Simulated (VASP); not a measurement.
**SrCl2: single point with PBE+D3(BJ)**

Crystal: SrCl2.

```
CELL_PARAMETERS angstrom
0.00000 3.47873 3.47873
3.47873 0.00000 3.47873
3.47873 3.47873 0.00000
ATOMIC_POSITIONS crystal
Sr 0.00000 0.00000 0.00000
Cl 0.75000 0.75000 0.75000
Cl 0.25000 0.25000 0.25000
```

* Program: VASP 6.6.1
* Task: single point
* Functional: PBE
* Dispersion: D3(BJ)
* Potentials or basis: VASP PAW PBE potentials, release 64 (Sr_sv, Cl)
* Cutoff: 520 eV
* k mesh: 7 × 7 × 7
* Occupations: fermi-dirac, width 0.05 eV
* Spin: no spin polarisation

```yaml
Pressure: 0.1 GPa
Band_gap_on_the_k_mesh: 5.41 eV (least direct gap 5.71 eV)
Dispersion_energy_per_atom: -0.223 eV
```

Levels at points of the mesh, in eV from the valence-band top:
```csv
k point,band 10,band 11,band 12,band 13,band 14,band 15
"(0.00, 0.00, 0.00)",-0.31,-0.31,-0.31,5.41,6.13,6.13
```

Wall time 19 s on 1 thread of Intel(R) Xeon(R) 6975P-C (Granite Rapids), on a shared host, peak memory 0.24 GiB.

Caveat: an odd mesh through Γ misses points on the zone boundary, where band edges can lie.
